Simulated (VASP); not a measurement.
# HgTe in VASP: single point with r2SCAN

Aim: the single point of HgTe with r2SCAN.

Program: VASP 6.6.1. These are calculated values, not measurements. Logs are shortened: lines on timing, memory, paths and dates and some standing lists are left out, and cuts for length are marked.

## 1. The cell of the first run

The cell holds a slab with vacuum, 8 atoms: a = 4.647 Å, b = 6.572 Å, c = 23.970 Å, α = 90.00°, β = 90.00°, γ = 90.00°.

## 2. Single point, r2SCAN

Input file POSCAR:

```
HgTe
1.0
    4.6467708140      0.0000000000      0.0000000000
    0.0000000000      6.5715263064      0.0000000000
    0.0000000000      0.0000000000     23.9701562210
Hg Te
4 4
Direct
    0.5000000000      0.5000000000      0.3546076180
    0.0000000000      0.0000000000      0.4515358727
    0.5000000000      0.5146504311      0.5563154441
    0.0000000000     -0.0537094881      0.6222178268
    0.0000000000      0.2500000000      0.3546076180
    0.5000000000      0.7500000000      0.4515358727
    0.0000000000      0.2657254796      0.5470829988
    0.5000000000      0.7458401507      0.6547381180
```

Input file INCAR.step1:

```
SYSTEM = HgTe
PREC     = Accurate       ! precision mode
ENCUT    = 440            ! plane-wave cutoff, eV
ISMEAR   = 0              ! smearing method
SIGMA    = 0.1            ! smearing width, eV
LREAL    = .FALSE.        ! projectors in reciprocal space
LASPH    = .TRUE.         ! aspherical terms in the spheres
NELM     = 120            ! most SCF steps
LDIPOL   = .TRUE.       
IDIPOL   = 3            
DIPOL    = 0.5 0.5 0.499
NBANDS   = 46             ! bands
GGA      = PE             ! functional
ALGO     = Normal         ! electronic algorithm
EDIFF    = 1E-5           ! SCF threshold, eV
LWAVE    = .TRUE.         ! write WAVECAR
LCHARG   = .FALSE.        ! write CHGCAR
GGA_COMPAT= .FALSE.      
NELMDL   = -8
```

Input file INCAR.step2:

```
SYSTEM = HgTe
PREC     = Accurate       ! precision mode
ENCUT    = 440            ! plane-wave cutoff, eV
EDIFF    = 1E-6           ! SCF threshold, eV
ISMEAR   = 0              ! smearing method
SIGMA    = 0.1            ! smearing width, eV
LREAL    = .FALSE.        ! projectors in reciprocal space
LASPH    = .TRUE.         ! aspherical terms in the spheres
NELM     = 120            ! most SCF steps
ALGO     = Normal         ! electronic algorithm
ISIF     = 2              ! what is computed and relaxed
LWAVE    = .FALSE.        ! write WAVECAR
LCHARG   = .TRUE.         ! write CHGCAR
LDIPOL   = .TRUE.       
IDIPOL   = 3            
DIPOL    = 0.5 0.5 0.499
METAGGA  = R2SCAN         ! meta-GGA
LMIXTAU  = .TRUE.       
LELF     = .TRUE.         ! ELF
LVHAR    = .TRUE.       
LVACPOTAV= .TRUE.       
NBANDS   = 46             ! bands
ISTART   = 1            
GGA_COMPAT= .FALSE.
```

Input file KPOINTS:

```
regular mesh
0
G
  6 5 1
  0 0 0
```

Potentials or basis: VASP PAW PBE potentials, release 64 (Hg, Te).

Launch:

```bash
$ cat potpaw_PBE.64/Hg/POTCAR potpaw_PBE.64/Te/POTCAR > POTCAR
$ cp INCAR.step1 INCAR
$ mpirun -np 1 vasp_std > vasp.out
$ cp INCAR.step2 INCAR
$ mpirun -np 1 vasp_std > vasp.out
```

OUTCAR:

```text
SYSTEM = HgTe
   PREC = Accurate
   ENCUT = 440
   EDIFF = 1E-6
   ISMEAR = 0
   LREAL = .FALSE.
   LASPH = .TRUE.
   NELM = 120
   ISIF = 2
   METAGGA = R2SCAN
   ISTART = 1

 ion  position               nearest neighbor table
   1  0.500  0.500  0.355-   5 2.85   5 2.85   6 2.85
   2  0.000  0.000  0.452-   6 2.85   6 2.85   5 2.85   7 2.88
   3  0.500  0.515  0.556-   8 2.81   7 2.85   7 2.85   6 2.95
   4  0.000  0.946  0.622-   7 2.77   8 2.78   8 2.78
   5  0.000  0.250  0.355-   1 2.85   1 2.85   2 2.85
   6  0.500  0.750  0.452-   2 2.85   2 2.85   1 2.85   3 2.95
   7  0.000  0.266  0.547-   4 2.77   3 2.85   3 2.85   2 2.88
   8  0.500  0.746  0.655-   4 2.78   4 2.78   3 2.81

  LATTYP: Found a simple orthorhombic cell.
 ALAT       =     4.6467708140
 B/A-ratio  =     1.4142135624
 C/A-ratio  =     5.1584545872

  Lattice vectors:

 A1 = (   4.6467708140,   0.0000000000,   0.0000000000)
 A2 = (   0.0000000000,   6.5715263064,   0.0000000000)
 A3 = (   0.0000000000,   0.0000000000,  23.9701562210)

Analysis of symmetry for initial positions (statically):
=====================================================================
 Subroutine PRICEL returns:
 Original cell was already a primitive cell.

 Routine SETGRP: Setting up the symmetry group for a
 simple orthorhombic supercell.

 Subroutine GETGRP returns: Found  2 space group operations
 (whereof  2 operations were pure point group operations)
 out of a pool of  8 trial point group operations.

The static configuration has the point symmetry C_1h.

Analysis of symmetry for dynamics (positions and initial velocities):
=====================================================================
 Subroutine PRICEL returns:
 Original cell was already a primitive cell.

 Routine SETGRP: Setting up the symmetry group for a
 simple orthorhombic supercell.

 Subroutine GETGRP returns: Found  2 space group operations
 (whereof  2 operations were pure point group operations)
 out of a pool of  8 trial point group operations.

The dynamic configuration has the point symmetry C_1h.

 Subroutine INISYM returns: Found  2 space group operations
 (whereof  2 operations are pure point group operations),
 and found     1 'primitive' translations

----------------------------------------------------------------------------------------

                                     Primitive cell

  volume of cell :     731.9617

  direct lattice vectors                    reciprocal lattice vectors
     4.646770814  0.000000000  0.000000000     0.215203211  0.000000000  0.000000000
     0.000000000  6.571526306  0.000000000     0.000000000  0.152171650  0.000000000
     0.000000000  0.000000000 23.970156221     0.000000000  0.000000000  0.041718543

  length of vectors
     4.646770814  6.571526306 23.970156221     0.215203211  0.152171650  0.041718543

  position of ions in fractional coordinates (direct lattice)
     0.500000000  0.500000000  0.354607618
     0.000000000  0.000000000  0.451535873
     0.500000000  0.514650431  0.556315444
     0.000000000  0.946290512  0.622217827
     0.000000000  0.250000000  0.354607618
     0.500000000  0.750000000  0.451535873
     0.000000000  0.265725480  0.547082999
     0.500000000  0.745840151  0.654738118

  ion indices of the primitive-cell ions
   primitive index   ion index
                 1           1
                 2           2
                 3           3
                 4           4
                 5           5
                 6           6
                 7           7
                 8           8

----------------------------------------------------------------------------------------

 KPOINTS: regular mesh

Automatic generation of k-mesh.
 Grid dimensions read from file:
 generate k-points for:    6    5    1

 Generating k-lattice:

  Cartesian coordinates                     Fractional coordinates (reciprocal lattice)
     0.035867202  0.000000000  0.000000000     0.166666667  0.000000000  0.000000000
     0.000000000  0.030434330  0.000000000     0.000000000  0.200000000  0.000000000
     0.000000000  0.000000000  0.041718543     0.000000000  0.000000000  1.000000000

  Length of vectors
     0.035867202  0.030434330  0.041718543

  Shift w.r.t. Gamma in fractional coordinates (k-lattice)
     0.000000000  0.000000000  0.000000000

 Subroutine IBZKPT returns following result:
 ===========================================

 Found     12 irreducible k-points:

 Following reciprocal coordinates:
            Coordinates               Weight
  0.000000  0.000000  0.000000      1.000000
  0.166667  0.000000  0.000000      2.000000
  0.333333  0.000000  0.000000      2.000000
  0.500000  0.000000  0.000000      1.000000
  0.000000  0.200000  0.000000      2.000000
  0.166667  0.200000  0.000000      4.000000
  0.333333  0.200000  0.000000      4.000000
  0.500000  0.200000  0.000000      2.000000
  0.000000  0.400000  0.000000      2.000000
  0.166667  0.400000  0.000000      4.000000
  0.333333  0.400000  0.000000      4.000000
  0.500000  0.400000  0.000000      2.000000
   k-points           NKPTS =     12   k-points in BZ     NKDIM =     12   number of bands    NBANDS=     46
   number of dos      NEDOS =    301   number of ions     NIONS =      8
   total plane-waves  NPLWV = 258048
   dimension x,y,z NGX =    32 NGY =   48 NGZ =  168
   dimension x,y,z NGXF=    64 NGYF=   96 NGZF=  336
   ions per type =               4   4
   NGX,Y,Z   is equivalent  to a cutoff of  11.45, 12.14, 11.65 a.u.
   NGXF,Y,Z  is equivalent  to a cutoff of  22.90, 24.29, 23.30 a.u.
 SYSTEM =  HgTe
   PREC   = accura    normal or accurate (medium, high low for compatibility)
   ISTART =      1    job   : 0-new  1-cont  2-samecut
   ICHARG =      0    charge: 1-file 2-atom 10-const
   ISPIN  =      1    spin polarized calculation?
   LNONCOLLINEAR =      F non collinear calculations
   LSORBIT =      F    spin-orbit coupling
   LASPH  =      T    aspherical Exc in radial PAW
   ENCUT  =  440.0 eV  32.34 Ry    5.69 a.u.   7.95 11.24 41.00*2*pi/ulx,y,z
   NELM   =    120;   NELMIN=  2; NELMDL=  0     # of ELM steps
   EDIFF  = 0.1E-05   stopping-criterion for ELM
   LREAL  =      F    real-space projection
   EDIFFG = 0.1E-04   stopping-criterion for IOM
   NSW    =      0    number of steps for IOM
   IBRION =     -1    ionic relax: 0-MD 1-quasi-New 2-CG
   NFREE  =      0    steps in history (QN), initial steepest desc. (CG)
   ISIF   =      2    stress and relaxation
   ISYM   =      2    0-nonsym 1-usesym 2-fastsym
   POTIM  = 0.5000    time-step for ionic-motion
   TEBEG  =    0.0;   TEEND  =   0.0 temperature during run
   PSTRESS=    0.0 pullay stress
   NELECT =      72.0000    total number of electrons
   NUPDOWN=      -1.0000    fix difference up-down
   EMIN   =  10.00;   EMAX   =-10.00  energy-range for DOS
   EFERMI =   0.00;   METHOD = LEGACY
   ISMEAR =     0;   SIGMA  =   0.10  broadening in eV -4-tet -1-fermi 0-gaus
   EFERMI_NEDOS =   21; number of points for ismear=-14 and -15
   IALGO  =     38    algorithm
   IMIX   =      4    mixing-type and parameters
     AMIX     =   0.40;   BMIX     =  1.00
     AMIX_MAG =   1.60;   BMIX_MAG =  1.00
  volume/ion in A,a.u.               =      91.50       617.44
  Fermi-wavevector in a.u.,A,eV,Ry     =   0.755712  1.428088  7.770292  0.571100
  Thomas-Fermi vector in A             =   1.853668
   LORBIT       =      0    0 simple, 1 ext, 2 COOP (PROOUT), +10 PAW based schemes
   METAGGA = R2SCAN    functional components
   LHFCALC =     F    Hartree Fock is set to
   AEXX    =    0.0000 exact exchange contribution
   IVDW    =     0    specifies the selected vdW correction
   LEPSILON=     F    determine dielectric tensor
   LRPA    =     F    only Hartree local field effects (RPA)
 non-spin polarized calculation
 Gauss-broadening in eV      SIGMA  =   0.10
  energy-cutoff  :      440.00
  volume of cell :      731.96
 maximum number of plane-waves:     15386
 NGX is ok and might be reduce to    32
   NGX = 15   NGY = 23   NGZ = 81

 number of electron      71.9999986 magnetization

 dipolmoment           0.000000      0.000000     -0.014549 electrons x Angstroem

 Free energy of the ion-electron system (eV)
  ---------------------------------------------------
  ext. energy  EPLUGINS =         0.00000000
  ---------------------------------------------------
  free energy    TOTEN  =      -299.53910130 eV

  energy without entropy =     -299.53909776  energy(sigma->0) =     -299.53909953

 E-fermi :  -1.9613     XC(G=0):  -3.8890

 val. band max:       -2.2252950939   @ k =   0.0000   0.0000   0.0000
 cond. band min:      -1.6973406779   @ k =   0.0000   0.0000   0.0000
 fundamental gap:      0.5279544161
 Fermi energy:        -1.9613180094

 k-point     1 :       0.0000    0.0000    0.0000
  band No.  band energies     occupation
      1     -14.0712      2.00000
      2     -13.6823      2.00000
      3     -13.4669      2.00000
      4     -13.0979      2.00000
      5      -9.6579      2.00000
      6      -9.5662      2.00000
[... 38 lines left out ...]
     45       2.7411      0.00000
     46       2.8449      0.00000

 k-point     2 :       0.1667    0.0000    0.0000
  band No.  band energies     occupation
      1     -13.9901      2.00000
      2     -13.6243      2.00000
      3     -13.4487      2.00000
      4     -13.0627      2.00000
      5      -9.6360      2.00000
      6      -9.5217      2.00000
[... 38 lines left out ...]
     45       2.6885      0.00000
     46       2.9493      0.00000

 k-point     3 :       0.3333    0.0000    0.0000
  band No.  band energies     occupation
      1     -13.7970      2.00000
      2     -13.5183      2.00000
      3     -13.4215      2.00000
      4     -12.9916      2.00000
      5      -9.5621      2.00000
      6      -9.4102      2.00000
[... 430 lines left out ...]
     45       3.3101      0.00000
     46       3.4087      0.00000

 k-point    12 :       0.5000    0.4000    0.0000
  band No.  band energies     occupation
      1     -13.6505      2.00000
      2     -13.5180      2.00000
      3     -13.3920      2.00000
      4     -12.9551      2.00000
      5      -9.4779      2.00000
      6      -9.3810      2.00000
[... 38 lines left out ...]
     45       3.5460      0.00000
     46       3.7771      0.00000

------------------------ aborting loop because EDIFF is reached ----------------------------------------

  FORCE on cell =-STRESS in cart. coord.  units (eV):
  Direction    XX          YY          ZZ          XY          YZ          ZX
  --------------------------------------------------------------------------------------
  -------------------------------------------------------------------------------------
  Total       -1.5849370     -1.1370989     -0.0067852      0.0000000      1.0349435      0.0000000
  in kB       -3.4692391     -2.4889745     -0.0148521      0.0000000      2.2653684      0.0000000
  external PRESSURE =      -1.9910219 kB  Pullay stress =       0.0000000 kB

 VOLUME and BASIS-vectors are now :
 -----------------------------------------------------------------------------
  energy-cutoff  :      440.00
  volume of cell :      731.96
      direct lattice vectors                 reciprocal lattice vectors
     4.646770814  0.000000000  0.000000000     0.215203211  0.000000000  0.000000000
     0.000000000  6.571526306  0.000000000     0.000000000  0.152171650  0.000000000
     0.000000000  0.000000000 23.970156221     0.000000000  0.000000000  0.041718543

 POSITION                                       TOTAL-FORCE (eV/Angst)
 -----------------------------------------------------------------------------------
      2.32339      3.28576      8.50000         0.000000     -0.841625      0.729164
      0.00000      0.00000     10.82339         0.000000      0.106850     -0.049627
      2.32339      3.38204     13.33497         0.000000     -0.002153     -0.007042
      0.00000      6.21857     14.91466         0.000000     -0.011911     -0.014404
      0.00000      1.64288      8.50000         0.000000      0.386537     -0.719980
      2.32339      4.92864     10.82339         0.000000      0.346163      0.042421
      0.00000      1.74622     13.11366         0.000000      0.018330     -0.005791
      2.32339      4.90131     15.69417         0.000000     -0.002190      0.025259
 -----------------------------------------------------------------------------------
    total drift:                                0.000000      0.000751     -0.000037

  FREE ENERGIE OF THE ION-ELECTRON SYSTEM (eV)
  ---------------------------------------------------
  free  energy   TOTEN  =      -299.5391013003 eV

  energy  without entropy=     -299.5390977604  energy(sigma->0) =     -299.53909953

 vacuum level on the upper side and lower side of the slab         2.797         2.884
```

Run time: 21 min. Hardware: 1 thread of Intel Xeon 6975P-C (Granite Rapids), shared host; peak memory 0.74 GiB.

What came out:

| Quantity | Value |
| --- | --- |
| Free energy | -299.5391 eV |
| Largest force | 1.114 eV/Å |
| Band gap on the k mesh | 0.53 eV |

Forces on the atoms (eV/Å):
```
Hg   0.000 -0.842  0.729
Hg   0.000  0.107 -0.050
Hg   0.000 -0.002 -0.007
Hg   0.000 -0.012 -0.014
Te   0.000  0.387 -0.720
Te   0.000  0.346  0.042
Te   0.000  0.018 -0.006
Te   0.000 -0.002  0.025
```

Caveat: the PAW data sets were made with another functional, which shifts forces and pressure a little; spin-orbit coupling is left out, which moves the levels of the heavy elements.
